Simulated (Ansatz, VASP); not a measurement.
Given: the input of a run of Ansatz 0.2.0 on SiNi3.

The input input.yaml:

```yaml
crystal:
  lattice:
    - [3.611468617, 0.0, 0.0]
    - [0.0, 3.611468617, 0.0]
    - [0.0, 0.0, 3.611468617]
  atoms:
    - { symbol: Ni, position: [0.5, 0.5, 0.0], spin: 1.0 }
    - { symbol: Ni, position: [0.5, 0.0, 0.5], spin: 1.0 }
    - { symbol: Ni, position: [0.0, 0.5, 0.5], spin: 1.0 }
    - { symbol: Si, position: [0.0, 0.0, 0.0] }
hamiltonian:
  xc: pbesol
  pseudopotentials: { kind: paw }
magnetization:
  spin_polarized: true
kpoints:
  mp_grid: { grid: [8, 8, 8] }
scf:
  occupations: { method: fermi_dirac, width: 0.05 }
output:
  forces: true
  stress: true
  eigenvalues: true
```

Potentials or basis: Ansatz PAW.

The run is started by

```sh
$ ansatz run input.yaml --threads 1 --pin off --max-ram 3584MiB --backend cpu --events-out ev --progress --plain --runs-dir out
```

Question: Set up the same calculation for VASP 6.6.1. Potentials there: VASP PAW PBE potentials, release 64 (Ni, Si).

Answer: As run (the cutoff follows the program's own potentials):

The input INCAR:

```
PREC     = Accurate       # precision mode
ENCUT    = 520            # plane-wave cutoff, eV
EDIFF    = 1E-6           # SCF threshold, eV
ISMEAR   = -1             # smearing method
SIGMA    = 0.05           # smearing width, eV
LREAL    = False          # projectors in reciprocal space
LASPH    = True           # aspherical terms in the spheres
NELM     = 150            # most SCF steps
ALGO     = Normal         # electronic algorithm
ISIF     = 2              # what is computed and relaxed
LWAVE    = False          # write WAVECAR
LCHARG   = False          # write CHGCAR
ISPIN    = 2              # spin polarisation
MAGMOM   = 1 1 1 0        # initial moments
LORBIT   = 11             # projections on sites
LMAXMIX  = 4              # l up to which the mixer works
GGA      = PS             # functional
NBANDS   = 29             # bands
```

KPOINTS

```
regular mesh
0
Gamma
  8 8 8
```

File POSCAR:

```
SiNi3
1.0
    3.6114686170      0.0000000000      0.0000000000
    0.0000000000      3.6114686170      0.0000000000
    0.0000000000      0.0000000000      3.6114686170
Ni Si
3 1
Direct
    0.5000000000      0.5000000000      0.0000000000
    0.5000000000      0.0000000000      0.5000000000
    0.0000000000      0.5000000000      0.5000000000
    0.0000000000      0.0000000000      0.0000000000
```

Potentials or basis: VASP PAW PBE potentials, release 64 (Ni, Si).

Command:

```console
$ cat potpaw_PBE.64/Ni/POTCAR potpaw_PBE.64/Si/POTCAR > POTCAR
$ mpirun -np 1 vasp_std > vasp.out
```

Both were run:

|  | VASP | Ansatz | Ansatz less VASP |
| --- | --- | --- | --- |
| gap on the k mesh at the Fermi level (eV) | none | none | - |
| pressure (GPa) | -22.3 | -22.7 | -0.33 |
| net moment per atom (μB) | 0.00 | 0.00 | 0.000 |

VASP's potentials were made for PBE, not for PBEsol. A gap of «none» marks a metal or a gap that the smearing closes. The functional is the same, so the differences come from potentials, cutoffs and numerics. VASP's potentials hold 34 valence electrons a cell and Ansatz's 58, so a difference there can come from the potentials and not from the codes.
